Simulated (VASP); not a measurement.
Ag: single point with r2SCAN

Ag:

```
Ag
1.0
    -1.64324    1.65565    1.64324
     1.66807   -1.65565    1.66807
     1.64324    1.65565   -1.64324
Ag
1
Direct
  0.00000 0.00000 0.00000
```

This cell differs from its parent crystal: strain +0.0150 x Voigt [0, 0, 0, 0, 1, 0].

```yaml
Program: VASP 6.6.1
Task: single point
Functional: r2SCAN
Potentials_or_basis: VASP PAW PBE potentials, release 64 (Ag)
Cutoff: 520 eV
k_mesh: 20 × 20 × 20
Occupations: gaussian, width 0.15 eV
Spin: no spin polarisation
```

```json
{
 "Pressure": "-3.5 GPa",
 "Band gap on the k mesh": "zero (an odd number of electrons rules out a gap without spin polarisation)"
}
```

Stress tensor (GPa, compression positive):
```
-3.46  0.00 -0.57
 0.00 -3.46  0.00
-0.57  0.00 -3.46
```

Levels at points of the mesh, in eV from the Fermi level:
```csv
k point,band 2,band 3,band 4,band 5,band 6,band 7,band 8,band 9
"(0.00, 0.00, 0.00)",-5.12,-5.07,-5.01,-3.84,-3.84,18.28,18.43,18.57
"(0.50, 0.00, 0.00)",-5.78,-3.89,-3.74,-2.91,0.13,3.89,13.58,14.53
"(0.00, 0.50, 0.00)",-5.81,-3.87,-3.71,-2.94,0.04,3.73,13.71,14.61
"(0.50, 0.00, 0.50)",-5.75,-3.91,-3.77,-2.88,0.22,4.05,13.53,14.36
"(0.50, 0.50, 0.50)",-6.37,-3.18,-3.14,-3.09,7.00,7.02,7.04,12.39
```

It took 8.2 min on 1 thread of Intel Xeon 8259CL (shared host), peak memory 0.35 GiB.

Caveat: the cell differs from its parent crystal (strain +0.0150 x Voigt [0, 0, 0, 0, 1, 0]); the cell stands under tension; the PAW data sets were made with another functional, which shifts forces and pressure a little.
